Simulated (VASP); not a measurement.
# BN (P1) in VASP: single point with r2SCAN

Aim: the single point of BN with r2SCAN.

All numbers are computed with VASP 6.6.1; they aren't measurements. Logs are shortened: lines on timing, memory, paths and dates and some standing lists are left out, and cuts for length are marked.

## Step 1: The cell of the first run

The typed cell holds 4 atoms: a = 2.544 Å, b = 2.544 Å, c = 4.208 Å, α = 90.00°, β = 90.00°, γ = 120.00°.

## Step 2: Single point, r2SCAN (atoms moved at random)

Contents of POSCAR:

```
BN
1.0
    2.5439665234      0.0000000000      0.0000000000
   -1.2719832617      2.2031396356      0.0000000000
    0.0000000000      0.0000000000      4.2077449346
B N
2 2
Direct
    0.6639968038      0.3353005822      0.9756549539
    0.3080391862      0.6334626799      0.5100467040
    0.7051872968      0.3899887081      0.6361227334
    0.3227767132      0.6412480298      0.1281756087
```

Contents of INCAR.step1:

```
SYSTEM = BN
PREC     = Accurate       ! precision mode
ENCUT    = 520            ! plane-wave cutoff, eV
ISMEAR   = 0              ! smearing method
SIGMA    = 0.05           ! smearing width, eV
LREAL    = .False.        ! projectors in reciprocal space
LASPH    = .True.         ! aspherical terms in the spheres
NELM     = 100            ! most SCF steps
NBANDS   = 16             ! bands
GGA      = PE             ! functional
ALGO     = Normal         ! electronic algorithm
EDIFF    = 1E-4           ! SCF threshold, eV
LWAVE    = .True.         ! write WAVECAR
LCHARG   = .False.        ! write CHGCAR
```

Contents of INCAR.step2:

```
SYSTEM = BN
PREC     = Accurate       ! precision mode
ENCUT    = 520            ! plane-wave cutoff, eV
EDIFF    = 1E-6           ! SCF threshold, eV
ISMEAR   = 0              ! smearing method
SIGMA    = 0.05           ! smearing width, eV
LREAL    = .False.        ! projectors in reciprocal space
LASPH    = .True.         ! aspherical terms in the spheres
NELM     = 100            ! most SCF steps
ALGO     = Normal         ! electronic algorithm
ISIF     = 2              ! what is computed and relaxed
LWAVE    = .False.        ! write WAVECAR
LCHARG   = .True.         ! write CHGCAR
METAGGA  = R2SCAN         ! meta-GGA
LMIXTAU  = .True.       
LELF     = .True.         ! ELF
LVHAR    = .True.       
NBANDS   = 16             ! bands
ISTART   = 1
```

Contents of KPOINTS:

```
Automatic mesh
0
Gamma
  12 12 6
  0 0 0
```

Potentials or basis: VASP PAW PBE potentials, release 64 (B, N).

On the command line:

```
> cat potpaw_PBE.64/B/POTCAR potpaw_PBE.64/N/POTCAR > POTCAR
> cp INCAR.step1 INCAR
> mpirun -np 1 vasp_std > vasp.out
> cp INCAR.step2 INCAR
> mpirun -np 1 vasp_std > vasp.out
```

OUTCAR:

```text
SYSTEM = BN
   PREC = Accurate
   ENCUT = 520
   EDIFF = 1E-6
   ISMEAR = 0
   LREAL = .False.
   LASPH = .True.
   NELM = 100
   ISIF = 2
   METAGGA = R2SCAN
   ISTART = 1

 ion  position               nearest neighbor table
   1  0.664  0.335  0.976-   3 1.43   4 1.56   4 1.59   4 1.66
   2  0.308  0.633  0.510-   3 1.44   3 1.52   4 1.61   3 1.75
   3  0.705  0.390  0.636-   1 1.43   2 1.44   2 1.52   2 1.75
   4  0.323  0.641  0.128-   1 1.56   1 1.59   2 1.61   1 1.66

  LATTYP: Found a hexagonal cell.
 ALAT       =     2.5439665234
 C/A-ratio  =     1.6540095539

  Lattice vectors:

 A1 = (   2.5439665234,   0.0000000000,   0.0000000000)
 A2 = (  -1.2719832617,   2.2031396356,   0.0000000000)
 A3 = (   0.0000000000,   0.0000000000,   4.2077449346)

Analysis of symmetry for initial positions (statically):
=====================================================================
 Subroutine PRICEL returns:
 Original cell was already a primitive cell.

 Routine SETGRP: Setting up the symmetry group for a
 hexagonal supercell.

 Subroutine GETGRP returns: Found  1 space group operations
 (whereof  1 operations were pure point group operations)
 out of a pool of 24 trial point group operations.

The static configuration has the point symmetry C_1 .

Analysis of symmetry for dynamics (positions and initial velocities):
=====================================================================
 Subroutine PRICEL returns:
 Original cell was already a primitive cell.

 Routine SETGRP: Setting up the symmetry group for a
 hexagonal supercell.

 Subroutine GETGRP returns: Found  1 space group operations
 (whereof  1 operations were pure point group operations)
 out of a pool of 24 trial point group operations.

The dynamic configuration has the point symmetry C_1 .

 Subroutine INISYM returns: Found  1 space group operations
 (whereof  1 operations are pure point group operations),
 and found     1 'primitive' translations

----------------------------------------------------------------------------------------

                                     Primitive cell

  volume of cell :      23.5832

  direct lattice vectors                    reciprocal lattice vectors
     2.543966523  0.000000000  0.000000000     0.393086934  0.226948847  0.000000000
    -1.271983262  2.203139636  0.000000000     0.000000000  0.453897694  0.000000000
     0.000000000  0.000000000  4.207744935     0.000000000  0.000000000  0.237656991

  length of vectors
     2.543966523  2.543966523  4.207744935     0.453897694  0.453897694  0.237656991

  position of ions in fractional coordinates (direct lattice)
     0.663996804  0.335300582  0.975654954
     0.308039186  0.633462680  0.510046704
     0.705187297  0.389988708  0.636122733
     0.322776713  0.641248030  0.128175609

  ion indices of the primitive-cell ions
   primitive index   ion index
                 1           1
                 2           2
                 3           3
                 4           4

----------------------------------------------------------------------------------------

 KPOINTS: Automatic mesh

Automatic generation of k-mesh.
 Grid dimensions read from file:
 generate k-points for:   12   12    6

 Generating k-lattice:

  Cartesian coordinates                     Fractional coordinates (reciprocal lattice)
     0.032757244  0.018912404  0.000000000     0.083333333 -0.000000000  0.000000000
     0.000000000  0.037824808  0.000000000     0.000000000  0.083333333  0.000000000
     0.000000000  0.000000000  0.039609498     0.000000000  0.000000000  0.166666667

  Length of vectors
     0.037824808  0.037824808  0.039609498

  Shift w.r.t. Gamma in fractional coordinates (k-lattice)
     0.000000000  0.000000000  0.000000000

 Subroutine IBZKPT returns following result:
 ===========================================

 Found    436 irreducible k-points:

 Following reciprocal coordinates:
            Coordinates               Weight
  0.000000  0.000000  0.000000      1.000000
  0.083333  0.000000  0.000000      2.000000
  0.000000  0.083333  0.000000      2.000000
 -0.083333  0.083333  0.000000      2.000000
  0.166667  0.000000  0.000000      2.000000
  0.000000  0.166667  0.000000      2.000000
[... 16 lines left out ...]
  0.166667  0.083333  0.000000      2.000000
 -0.083333  0.250000  0.000000      2.000000
 [... further k-points ...]
   k-points           NKPTS =    436   k-points in BZ     NKDIM =    436   number of bands    NBANDS=     16
   number of dos      NEDOS =    301   number of ions     NIONS =      4
   total plane-waves  NPLWV =  12800
   dimension x,y,z NGX =    20 NGY =   20 NGZ =   32
   dimension x,y,z NGXF=    40 NGYF=   40 NGZF=   64
   ions per type =               2   2
   NGX,Y,Z   is equivalent  to a cutoff of  13.07, 13.07, 12.64 a.u.
   NGXF,Y,Z  is equivalent  to a cutoff of  26.14, 26.14, 25.29 a.u.
 SYSTEM =  BN
   PREC   = accura    normal or accurate (medium, high low for compatibility)
   ISTART =      1    job   : 0-new  1-cont  2-samecut
   ICHARG =      0    charge: 1-file 2-atom 10-const
   ISPIN  =      1    spin polarized calculation?
   LNONCOLLINEAR =      F non collinear calculations
   LSORBIT =      F    spin-orbit coupling
   LASPH  =      T    aspherical Exc in radial PAW
   ENCUT  =  520.0 eV  38.22 Ry    6.18 a.u.   4.73  4.73  7.82*2*pi/ulx,y,z
   NELM   =    100;   NELMIN=  2; NELMDL=  0     # of ELM steps
   EDIFF  = 0.1E-05   stopping-criterion for ELM
   LREAL  =      F    real-space projection
   EDIFFG = 0.1E-04   stopping-criterion for IOM
   NSW    =      0    number of steps for IOM
   IBRION =     -1    ionic relax: 0-MD 1-quasi-New 2-CG
   NFREE  =      0    steps in history (QN), initial steepest desc. (CG)
   ISIF   =      2    stress and relaxation
   ISYM   =      2    0-nonsym 1-usesym 2-fastsym
   POTIM  = 0.5000    time-step for ionic-motion
   TEBEG  =    0.0;   TEEND  =   0.0 temperature during run
   PSTRESS=    0.0 pullay stress
   NELECT =      16.0000    total number of electrons
   NUPDOWN=      -1.0000    fix difference up-down
   EMIN   =  10.00;   EMAX   =-10.00  energy-range for DOS
   EFERMI =   0.00;   METHOD = LEGACY
   ISMEAR =     0;   SIGMA  =   0.05  broadening in eV -4-tet -1-fermi 0-gaus
   EFERMI_NEDOS =   21; number of points for ismear=-14 and -15
   IALGO  =     38    algorithm
   IMIX   =      4    mixing-type and parameters
     AMIX     =   0.40;   BMIX     =  1.00
     AMIX_MAG =   1.60;   BMIX_MAG =  1.00
  volume/ion in A,a.u.               =       5.90        39.79
  Fermi-wavevector in a.u.,A,eV,Ry     =   1.438513  2.718396 28.154815  2.069321
  Thomas-Fermi vector in A             =   2.557472
   LORBIT       =      0    0 simple, 1 ext, 2 COOP (PROOUT), +10 PAW based schemes
   METAGGA = R2SCAN    functional components
   LHFCALC =     F    Hartree Fock is set to
   AEXX    =    0.0000 exact exchange contribution
   IVDW    =     0    specifies the selected vdW correction
   LEPSILON=     F    determine dielectric tensor
   LRPA    =     F    only Hartree local field effects (RPA)
 non-spin polarized calculation
 Gauss-broadening in eV      SIGMA  =   0.05
  energy-cutoff  :      520.00
  volume of cell :       23.58
 maximum number of plane-waves:       652
   NGX =  9   NGY =  9   NGZ = 15

 number of electron      16.0000000 magnetization

 Free energy of the ion-electron system (eV)
  ---------------------------------------------------
  ext. energy  EPLUGINS =         0.00000000
  ---------------------------------------------------
  free energy    TOTEN  =       -37.48584238 eV

  energy without entropy =      -37.48584238  energy(sigma->0) =      -37.48584238

 E-fermi :   8.4869     XC(G=0): -13.6379

 val. band max:        8.2258648941   @ k =   0.0000   0.0000   0.0000
 cond. band min:      12.3979691293   @ k =   0.3333   0.3333   0.0000
 fundamental gap:      4.1721042352
 Fermi energy:         8.4869456592

 k-point     1 :       0.0000    0.0000    0.0000
  band No.  band energies     occupation
      1     -14.2956      2.00000
      2      -9.7515      2.00000
      3      -4.1354      2.00000
      4       3.5700      2.00000
      5       6.0061      2.00000
      6       6.7759      2.00000
[... 8 lines left out ...]
     15      22.5744      0.00000
     16      24.9724      0.00000

 k-point     2 :       0.0833    0.0000    0.0000
  band No.  band energies     occupation
      1     -14.1417      2.00000
      2      -9.6317      2.00000
      3      -3.9856      2.00000
      4       3.0491      2.00000
      5       5.6664      2.00000
      6       6.4831      2.00000
[... 8 lines left out ...]
     15      22.6420      0.00000
     16      24.8190      0.00000

 k-point     3 :       0.0000    0.0833    0.0000
  band No.  band energies     occupation
      1     -14.1413      2.00000
      2      -9.6260      2.00000
      3      -3.9871      2.00000
      4       3.3788      2.00000
      5       5.3077      2.00000
      6       6.3702      2.00000
[... 8 lines left out ...]
     15      22.9116      0.00000
     16      24.5513      0.00000

 k-point     4 :      -0.0833    0.0833    0.0000
  band No.  band energies     occupation
      1     -14.1417      2.00000
      2      -9.6313      2.00000
      3      -3.9854      2.00000
      4       3.0964      2.00000
      5       5.5798      2.00000
      6       6.5297      2.00000
[... 8 lines left out ...]
     15      22.7765      0.00000
     16      24.8054      0.00000

 k-point     5 :       0.1667    0.0000    0.0000
  band No.  band energies     occupation
      1     -13.6858      2.00000
      2      -9.2906      2.00000
      3      -3.5422      2.00000
      4       1.6987      2.00000
      5       4.8213      2.00000
      6       5.4500      2.00000
[... 8 lines left out ...]
     15      22.9035      0.00000
     16      24.6602      0.00000

 k-point     6 :       0.0000    0.1667    0.0000
  band No.  band energies     occupation
      1     -13.6853      2.00000
      2      -9.2648      2.00000
      3      -3.5510      2.00000
      4       2.8402      2.00000
      5       3.3827      2.00000
      6       5.7497      2.00000
[... 8 lines left out ...]
     15      23.6813      0.00000
     16      23.8542      0.00000
[... 267 lines left out ...]
 k-point    21 :      -0.0833    0.1667    0.0000
  band No.  band energies     occupation
      1     -13.8362      2.00000
      2      -9.3879      2.00000
      3      -3.6923      2.00000
      4       2.7118      2.00000
      5       4.3163      2.00000
      6       5.8731      2.00000
[... 8 lines left out ...]
     15      23.4763      0.00000
     16      24.2605      0.00000

 k-point    22 :      -0.1667    0.0833    0.0000
  band No.  band energies     occupation
      1     -13.8371      2.00000
      2      -9.4055      2.00000
      3      -3.6867      2.00000
      4       2.0524      2.00000
      5       4.9642      2.00000
      6       5.9168      2.00000
[... 8 lines left out ...]
     15      22.7854      0.00000
     16      24.6528      0.00000

 k-point    23 :       0.1667    0.0833    0.0000
  band No.  band energies     occupation
      1     -13.2397      2.00000
      2      -8.9612      2.00000
      3      -3.1172      2.00000
      4       0.9872      2.00000
      5       3.4356      2.00000
      6       4.8092      2.00000
[... 8 lines left out ...]
     15      23.5063      0.00000
     16      24.3604      0.00000

 k-point    24 :      -0.0833    0.2500    0.0000
  band No.  band energies     occupation
      1     -13.2411      2.00000
      2      -8.9350      2.00000
      3      -3.1247      2.00000
      4       2.0069      2.00000
      5       2.2910      2.00000
      6       4.9216      2.00000
[... 8 lines left out ...]
     15      23.8063      0.00000
     16      24.6051      0.00000

 [... further k-points ...]

------------------------ aborting loop because EDIFF is reached ----------------------------------------

  FORCE on cell =-STRESS in cart. coord.  units (eV):
  Direction    XX          YY          ZZ          XY          YZ          ZX
  --------------------------------------------------------------------------------------
  -------------------------------------------------------------------------------------
  Total        1.7290965      1.2210097      1.6628589      0.3959321     -0.3324546     -0.4628177
  in kB      117.4700086     82.9520012    112.9700089     26.8985286    -22.5860395    -31.4425462
  external PRESSURE =     104.4640063 kB  Pullay stress =       0.0000000 kB

 VOLUME and BASIS-vectors are now :
 -----------------------------------------------------------------------------
  energy-cutoff  :      520.00
  volume of cell :       23.58
      direct lattice vectors                 reciprocal lattice vectors
     2.543966523  0.000000000  0.000000000     0.393086934  0.226948847  0.000000000
    -1.271983262  2.203139636  0.000000000     0.000000000  0.453897694  0.000000000
     0.000000000  0.000000000  4.207744935     0.000000000  0.000000000  0.237656991

 POSITION                                       TOTAL-FORCE (eV/Angst)
 -----------------------------------------------------------------------------------
      1.26269      0.73871      4.10531         0.432934     -0.299171      5.744289
     -0.02211      1.39561      2.14615         1.751962      2.581839     -2.965359
      1.29791      0.85920      2.67664        -1.792170     -3.006006     -1.854523
      0.00548      1.41276      0.53933        -0.392726      0.723338     -0.924407
 -----------------------------------------------------------------------------------
    total drift:                                0.000052     -0.000331     -0.000137

  FREE ENERGIE OF THE ION-ELECTRON SYSTEM (eV)
  ---------------------------------------------------
  free  energy   TOTEN  =       -37.4858423823 eV

  energy  without entropy=      -37.4858423823  energy(sigma->0) =      -37.48584238
```

It took 4.1 min on 1 thread of AMD EPYC 9R45 (Zen 5), shared host; peak memory 0.21 GiB.

What came out:

- Free energy: -37.4858 eV
- Pressure: 10.4 GPa
- Largest force: 5.768 eV/Å
- Band gap on the k mesh: 4.17 eV (least direct gap 7.42 eV)

Forces in eV/Å, atoms in the order of the input:
```
B    0.433 -0.299  5.744
B    1.752  2.582 -2.965
N   -1.792 -3.006 -1.855
N   -0.393  0.723 -0.924
```

Stress tensor (GPa, compression positive):
```
11.75  2.69 -3.14
 2.69  8.30 -2.26
-3.14 -2.26 11.30
```

Levels at points of the mesh, in eV from the valence-band top:
```tsv
k point	band 5	band 6	band 7	band 8	band 9	band 10	band 11	band 12
(0.00, 0.00, 0.00)	-2.22	-1.45	-0.68	0.00	7.42	8.67	8.99	9.19
(0.50, 0.00, 0.00)	-8.07	-6.35	-5.51	-2.16	6.01	8.30	10.12	10.92
(0.00, 0.50, 0.00)	-7.90	-6.81	-4.69	-2.79	5.82	6.22	9.78	10.90
(0.50, 0.50, 0.00)	-8.32	-6.24	-5.40	-2.16	5.55	7.99	10.26	10.81
(0.00, 0.00, 0.50)	-4.26	-1.52	-1.35	-0.46	7.30	8.80	9.69	10.17
(0.50, 0.00, 0.50)	-5.60	-4.69	-4.25	-3.40	5.75	6.28	9.56	10.47
(0.00, 0.50, 0.50)	-6.36	-5.55	-4.35	-3.84	5.69	6.61	9.61	10.34
(0.50, 0.50, 0.50)	-5.89	-4.73	-4.12	-3.30	5.33	6.28	9.82	10.09
```

Caveat: the cell differs from its parent crystal (atoms moved at random); the cell stands under pressure; the PAW data sets were made with another functional, which shifts forces and pressure a little. A k mesh can miss the band edges.
